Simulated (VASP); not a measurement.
# HgTe (Fm-3m) in VASP: further runs, part 2 of 2

VASP 6.6.1. The steps go on from the part before.

## 4. Electric field gradients, LDA (24.69 Å³/atom)

This run uses another cell than the first one, of 24.69 Å³/atom.

Contents of INCAR:

```
SYSTEM = HgTe
PREC     = Accurate       ! precision mode
ENCUT    = 400            ! plane-wave cutoff, eV
EDIFF    = 1E-8           ! SCF threshold, eV
ISMEAR   = -1             ! smearing method
SIGMA    = 0.08           ! smearing width, eV
LREAL    = .False.        ! projectors in reciprocal space
LASPH    = .True.         ! aspherical terms in the spheres
NELM     = 120            ! most SCF steps
ALGO     = Normal         ! electronic algorithm
ISIF     = 2              ! what is computed and relaxed
LWAVE    = .False.        ! write WAVECAR
LCHARG   = .False.        ! write CHGCAR
LEFG     = .True.       
NBANDS   = 16             ! bands
GGA_COMPAT= .False.
```

Contents of KPOINTS:

```
Automatic mesh
0
Gamma
  10 10 10
  0 0 0
```

Contents of POSCAR:

```
HgTe
1.0
    0.0000000000      2.9117290240      2.9117290240
    2.9117290240      0.0000000000      2.9117290240
    2.9117290240      2.9117290240      0.0000000000
Hg Te
1 1
Direct
    0.0000000000      0.0000000000      0.0000000000
    0.5000000000      0.5000000000      0.5000000000
```

Potentials or basis: VASP PAW LDA potentials, release 64 (Hg, Te).

Started as:

```console
$ cat potpaw_LDA.64/Hg/POTCAR potpaw_LDA.64/Te/POTCAR > POTCAR
$ mpirun -np 1 vasp_std > vasp.out
```

OUTCAR:

```text
SYSTEM = HgTe
   PREC = Accurate
   ENCUT = 400
   EDIFF = 1E-8
   ISMEAR = -1
   LREAL = .False.
   LASPH = .True.
   NELM = 120
   ISIF = 2

 ion  position               nearest neighbor table
   1  0.000  0.000  0.000-   2 2.91   2 2.91   2 2.91   2 2.91   2 2.91   2 2.91
   2  0.500  0.500  0.500-   1 2.91   1 2.91   1 2.91   1 2.91   1 2.91   1 2.91

  LATTYP: Found a face centered cubic cell.
 ALAT       =     5.8234580480

  Lattice vectors:

 A1 = (   0.0000000000,   2.9117290240,   2.9117290240)
 A2 = (   2.9117290240,   0.0000000000,   2.9117290240)
 A3 = (   2.9117290240,   2.9117290240,   0.0000000000)

Analysis of symmetry for initial positions (statically):
=====================================================================
 Subroutine PRICEL returns:
 Original cell was already a primitive cell.

 Routine SETGRP: Setting up the symmetry group for a
 face centered cubic supercell.

 Subroutine GETGRP returns: Found 48 space group operations
 (whereof 48 operations were pure point group operations)
 out of a pool of 48 trial point group operations.

The static configuration has the point symmetry O_h .

Analysis of symmetry for dynamics (positions and initial velocities):
=====================================================================
 Subroutine PRICEL returns:
 Original cell was already a primitive cell.

 Routine SETGRP: Setting up the symmetry group for a
 face centered cubic supercell.

 Subroutine GETGRP returns: Found 48 space group operations
 (whereof 48 operations were pure point group operations)
 out of a pool of 48 trial point group operations.

The dynamic configuration has the point symmetry O_h .

 Subroutine INISYM returns: Found 48 space group operations
 (whereof 48 operations are pure point group operations),
 and found     1 'primitive' translations

----------------------------------------------------------------------------------------

                                     Primitive cell

  volume of cell :      49.3722

  direct lattice vectors                    reciprocal lattice vectors
     0.000000000  2.911729024  2.911729024    -0.171719276  0.171719276  0.171719276
     2.911729024  0.000000000  2.911729024     0.171719276 -0.171719276  0.171719276
     2.911729024  2.911729024  0.000000000     0.171719276  0.171719276 -0.171719276

  length of vectors
     4.117806676  4.117806676  4.117806676     0.297426511  0.297426511  0.297426511

  position of ions in fractional coordinates (direct lattice)
     0.000000000  0.000000000  0.000000000
     0.500000000  0.500000000  0.500000000

  ion indices of the primitive-cell ions
   primitive index   ion index
                 1           1
                 2           2

----------------------------------------------------------------------------------------

 KPOINTS: Automatic mesh

Automatic generation of k-mesh.
 Grid dimensions read from file:
 generate k-points for:   10   10   10

 Generating k-lattice:
[... 63 lines left out ...]
   LREAL  =      F    real-space projection
   EDIFFG = 0.1E-06   stopping-criterion for IOM
   NSW    =      0    number of steps for IOM
   IBRION =     -1    ionic relax: 0-MD 1-quasi-New 2-CG
   NFREE  =      0    steps in history (QN), initial steepest desc. (CG)
   ISIF   =      2    stress and relaxation
   ISYM   =      2    0-nonsym 1-usesym 2-fastsym
   POTIM  = 0.5000    time-step for ionic-motion
   TEBEG  =    0.0;   TEEND  =   0.0 temperature during run
   PSTRESS=    0.0 pullay stress
   NELECT =      18.0000    total number of electrons
   NUPDOWN=      -1.0000    fix difference up-down
   EMIN   =  10.00;   EMAX   =-10.00  energy-range for DOS
   EFERMI =   0.00;   METHOD = LEGACY
   ISMEAR =    -1;   SIGMA  =   0.08  broadening in eV -4-tet -1-fermi 0-gaus
   EFERMI_NEDOS =   21; number of points for ismear=-14 and -15
   IALGO  =     38    algorithm
   IMIX   =      4    mixing-type and parameters
     AMIX     =   0.40;   BMIX     =  1.00
     AMIX_MAG =   1.60;   BMIX_MAG =  1.00
  volume/ion in A,a.u.               =      24.69       166.59
  Fermi-wavevector in a.u.,A,eV,Ry     =   1.169512  2.210057 18.609484  1.367759
  Thomas-Fermi vector in A             =   2.305984
   LORBIT       =      0    0 simple, 1 ext, 2 COOP (PROOUT), +10 PAW based schemes
   GGA     = CA    functional components
   LHFCALC =     F    Hartree Fock is set to
   AEXX    =    0.0000 exact exchange contribution
   IVDW    =     0    specifies the selected vdW correction
   LEPSILON=     F    determine dielectric tensor
   LRPA    =     F    only Hartree local field effects (RPA)
 non-spin polarized calculation
  energy-cutoff  :      400.00
  volume of cell :       49.37
 maximum number of plane-waves:       934
   NGX = 13   NGY = 13   NGZ = 13

 number of electron      18.0000007 magnetization

 Free energy of the ion-electron system (eV)
  ---------------------------------------------------
  ext. energy  EPLUGINS =         0.00000000
  ---------------------------------------------------
  free energy    TOTEN  =        -4.88348377 eV

  energy without entropy =       -4.87142269  energy(sigma->0) =       -4.87745323

 E-fermi :   5.9151     XC(G=0): -10.7982

 val. band max:        5.8179679935   @ k =   0.5000   0.1000   0.0000
 cond. band min:       6.0321000382   @ k =  -0.2000   0.1000   0.0000
 fundamental gap:      0.2141320447
 Fermi energy:         5.9150744414

 k-point     1 :       0.0000    0.0000    0.0000
  band No.  band energies     occupation
      1      -7.2346      2.00000
      2      -1.3888      2.00000
      3      -1.3888      2.00000
      4      -1.3214      2.00000
      5      -1.3214      2.00000
      6      -1.3214      2.00000
[... 433 lines left out ...]
      3      -1.4853      2.00000
      4      -1.3583      2.00000
      5      -1.0591      2.00000
      6      -1.0589      2.00000
[... 8 lines left out ...]
     15      18.2664      0.00000
     16      18.3396      0.00000

 [... further k-points ...]
[... 5 lines left out ...]
  --------------------------------------------------------------------------------------
  -------------------------------------------------------------------------------------
  Total        1.6316461      1.6316461      1.6316461     -0.0000000     -0.0000000      0.0000000
  in kB       52.9485044     52.9485044     52.9485044     -0.0000000     -0.0000000      0.0000000
  external PRESSURE =      52.9485044 kB  Pullay stress =       0.0000000 kB

 VOLUME and BASIS-vectors are now :
 -----------------------------------------------------------------------------
  energy-cutoff  :      400.00
  volume of cell :       49.37
      direct lattice vectors                 reciprocal lattice vectors
     0.000000000  2.911729024  2.911729024    -0.171719276  0.171719276  0.171719276
     2.911729024  0.000000000  2.911729024     0.171719276 -0.171719276  0.171719276
     2.911729024  2.911729024  0.000000000     0.171719276  0.171719276 -0.171719276

 POSITION                                       TOTAL-FORCE (eV/Angst)
 -----------------------------------------------------------------------------------
      0.00000      0.00000      0.00000        -0.000000     -0.000000     -0.000000
      2.91173      2.91173      2.91173         0.000000      0.000000      0.000000
 -----------------------------------------------------------------------------------
    total drift:                               -0.000000      0.000000      0.000000

  FREE ENERGIE OF THE ION-ELECTRON SYSTEM (eV)
  ---------------------------------------------------
  free  energy   TOTEN  =        -4.8834837668 eV

  energy  without entropy=       -4.8714226874  energy(sigma->0) =       -4.87745323

 Electric field gradients (V/A^2)
---------------------------------------------------------------------
 ion       V_xx      V_yy      V_zz      V_xy      V_xz      V_yz
---------------------------------------------------------------------
   1      -0.000    -0.000     0.000     0.001     0.001     0.001
   2      -0.000    -0.000     0.000    -0.000    -0.000    -0.000
---------------------------------------------------------------------

 Electric field gradients after diagonalization (V/A^2)
 (convention: |V_zz| > |V_xx| > |V_yy|)
----------------------------------------------------------------------
 ion       V_xx      V_yy      V_zz     asymmetry (V_yy - V_xx)/ V_zz
----------------------------------------------------------------------
   1      -0.001    -0.001     0.002       0.000
   2       0.000     0.000    -0.000       0.000
----------------------------------------------------------------------

           NMR quadrupolar parameters

 Cq : quadrupolar parameter    Cq=e*Q*V_zz/h
 eta: asymmetry parameters     (V_yy - V_xx)/ V_zz
 Q  : nuclear electric quadrupole moment in mb (millibarn)
----------------------------------------------------------------------
 ion       Cq(MHz)       eta       Q (mb)
----------------------------------------------------------------------
   1       0.000       0.000       1.000
   2      -0.000       0.000       1.000
----------------------------------------------------------------------
```

Wall time 12 s (1 thread of Intel Xeon 6975P-C (Granite Rapids), shared host); peak memory 0.15 GiB.

Results:

```
Free energy                             : -4.8835 eV
Pressure                                : 5.3 GPa
Band gap on the k mesh                  : zero (bands 9 and 10 overlap by 3.32 eV)
Largest electric field gradient by atom : zero within the noise of the run
```

Caveat: the cell stands under pressure; spin-orbit coupling is left out, which moves the levels of the heavy elements.

## 5. Electric field gradients, LDA (25.18 Å³/atom)

This run uses another cell than the first one, of 25.18 Å³/atom.

Contents of INCAR:

```
  PREC = Accurate
  ENCUT = 400
  EDIFF = 1E-8
  ISMEAR = -1
  SIGMA = 0.08
  LREAL = False
  LASPH = True
  NELM = 120
  ALGO = Normal
  ISIF = 2
  LWAVE = False
  LCHARG = False
  GGA = CA
  LEFG = True
  NBANDS = 16
  GGA_COMPAT = False
```

Contents of KPOINTS:

```
regular mesh
0
Gamma
  10 10 10
```

Contents of POSCAR:

```
HgTe
1.0
    0.0000000000      2.9312060514      2.9312060514
    2.9312060514      0.0000000000      2.9312060514
    2.9312060514      2.9312060514      0.0000000000
Hg Te
1 1
Direct
    0.0000000000      0.0000000000      0.0000000000
    0.5000000000      0.5000000000      0.5000000000
```

Potentials or basis: VASP PAW LDA potentials, release 64 (Hg, Te).

Started as:

```console
$ cat potpaw_LDA.64/Hg/POTCAR potpaw_LDA.64/Te/POTCAR > POTCAR
$ mpirun -np 1 vasp_std > vasp.out
```

OUTCAR:

```text
PREC = Accurate
   ENCUT = 400
   EDIFF = 1E-8
   ISMEAR = -1
   LREAL = False
   LASPH = True
   NELM = 120
   ISIF = 2
   GGA = CA

 ion  position               nearest neighbor table
   1  0.000  0.000  0.000-   2 2.93   2 2.93   2 2.93   2 2.93   2 2.93   2 2.93
   2  0.500  0.500  0.500-   1 2.93   1 2.93   1 2.93   1 2.93   1 2.93   1 2.93

  LATTYP: Found a face centered cubic cell.
 ALAT       =     5.8624121028

  Lattice vectors:

 A1 = (   0.0000000000,   2.9312060514,   2.9312060514)
 A2 = (   2.9312060514,   0.0000000000,   2.9312060514)
 A3 = (   2.9312060514,   2.9312060514,   0.0000000000)

Analysis of symmetry for initial positions (statically):
=====================================================================
 Subroutine PRICEL returns:
 Original cell was already a primitive cell.

 Routine SETGRP: Setting up the symmetry group for a
 face centered cubic supercell.

[... 643 lines left out ...]
  volume of cell :       50.37
      direct lattice vectors                 reciprocal lattice vectors
     0.000000000  2.931206051  2.931206051    -0.170578250  0.170578250  0.170578250
     2.931206051  0.000000000  2.931206051     0.170578250 -0.170578250  0.170578250
     2.931206051  2.931206051  0.000000000     0.170578250  0.170578250 -0.170578250

 POSITION                                       TOTAL-FORCE (eV/Angst)
 -----------------------------------------------------------------------------------
      0.00000      0.00000      0.00000         0.000000     -0.000000     -0.000000
      2.93121      2.93121      2.93121        -0.000000      0.000000      0.000000
 -----------------------------------------------------------------------------------
    total drift:                               -0.000000      0.000000      0.000000

  FREE ENERGIE OF THE ION-ELECTRON SYSTEM (eV)
  ---------------------------------------------------
  free  energy   TOTEN  =        -4.9112328792 eV

  energy  without entropy=       -4.8986153929  energy(sigma->0) =       -4.90492414

 Electric field gradients (V/A^2)
---------------------------------------------------------------------
 ion       V_xx      V_yy      V_zz      V_xy      V_xz      V_yz
---------------------------------------------------------------------
   1       0.000     0.000     0.000     0.001     0.001     0.001
   2       0.000    -0.000    -0.000     0.000     0.000     0.000
---------------------------------------------------------------------

 Electric field gradients after diagonalization (V/A^2)
 (convention: |V_zz| > |V_xx| > |V_yy|)
----------------------------------------------------------------------
 ion       V_xx      V_yy      V_zz     asymmetry (V_yy - V_xx)/ V_zz
----------------------------------------------------------------------
   1      -0.001    -0.001     0.001       0.000
   2      -0.000    -0.000     0.000       0.000
----------------------------------------------------------------------

           NMR quadrupolar parameters

 Cq : quadrupolar parameter    Cq=e*Q*V_zz/h
 eta: asymmetry parameters     (V_yy - V_xx)/ V_zz
 Q  : nuclear electric quadrupole moment in mb (millibarn)
----------------------------------------------------------------------
 ion       Cq(MHz)       eta       Q (mb)
----------------------------------------------------------------------
   1       0.000       0.000       1.000
   2       0.000       0.000       1.000
----------------------------------------------------------------------
```

OSZICAR:

```text
N       E                     dE             d eps       ncg     rms          rms(c)
DAV:   1     0.883563451486E+02    0.88356E+02   -0.72385E+03  1560   0.818E+02
DAV:   2    -0.256068414579E+01   -0.90917E+02   -0.85433E+02  1832   0.215E+02
DAV:   3    -0.512317852826E+01   -0.25625E+01   -0.25580E+01  1784   0.372E+01
DAV:   4    -0.514042147241E+01   -0.17243E-01   -0.17242E-01  1952   0.299E+00
DAV:   5    -0.514072529302E+01   -0.30382E-03   -0.30382E-03  1840   0.341E-01    0.968E+00
DAV:   6    -0.492455067822E+01    0.21617E+00   -0.42713E-01  1848   0.902E+00    0.725E+00
DAV:   7    -0.491366478246E+01    0.10886E-01   -0.74000E-02  1864   0.193E+00    0.229E+00
DAV:   8    -0.491149828030E+01    0.21665E-02   -0.78312E-03  1720   0.105E+00    0.534E-01
DAV:   9    -0.491123356484E+01    0.26472E-03   -0.43139E-04  1984   0.225E-01    0.749E-02
DAV:  10    -0.491123238059E+01    0.11843E-05   -0.35550E-05  1840   0.497E-02    0.377E-02
DAV:  11    -0.491123316529E+01   -0.78470E-06   -0.44133E-06  1952   0.143E-02    0.128E-02
DAV:  12    -0.491123287472E+01    0.29057E-06   -0.72288E-07  1712   0.574E-03    0.655E-03
DAV:  13    -0.491123287916E+01   -0.44347E-08   -0.65428E-08  1864   0.162E-03
   1 F= -.49112329E+01 E0= -.49049241E+01  d E =-.126175E-01
```

Run time: 28 s. Hardware: 1 thread of Intel Xeon 8259CL, shared host; peak memory 0.15 GiB.

What came out:

- Free energy: -4.9112 eV
- Pressure: 3.5 GPa
- Band gap on the k mesh: zero (bands 9 and 10 overlap by 3.20 eV)
- Largest electric field gradient by atom: zero within the noise of the run

Levels at points of the mesh, in eV from the Fermi level:
```csv
k point,band 7,band 8,band 9,band 10,band 11,band 12
"(0.00, 0.00, 0.00)",-0.89,-0.89,-0.89,-0.52,7.71,7.71
"(0.50, 0.00, 0.00)",-6.03,0.42,0.42,2.41,3.73,3.73
"(0.50, 0.50, 0.00)",-5.11,-2.98,-2.77,-2.77,4.65,9.75
```

Caveat: the cell stands under pressure; spin-orbit coupling is left out, which moves the levels of the heavy elements.

## 6. Summary

```csv
cell,gap on the mesh (eV),pressure (GPa)
"a = 4.076 Å, angles 60.0°, 2 atoms",none,8.4
"a = 4.104 Å, angles 60.0°, 2 atoms",none,6.3
"a = 4.118 Å, angles 60.0°, 2 atoms",none,5.3
"a = 4.145 Å, angles 60.0°, 2 atoms",none,3.5
```

Alike in all rows: task electric field gradients; level LDA; potentials or basis VASP PAW LDA potentials, release 64 (Hg, Te); no spin polarisation; k mesh 10 × 10 × 10; cutoff (eV) 400; smearing fermi-dirac 0.08 eV.

Caveats: the cell stands under pressure; spin-orbit coupling is left out, which moves the levels of the heavy elements.

Absolute energies hang on the potentials; compare differences alone.
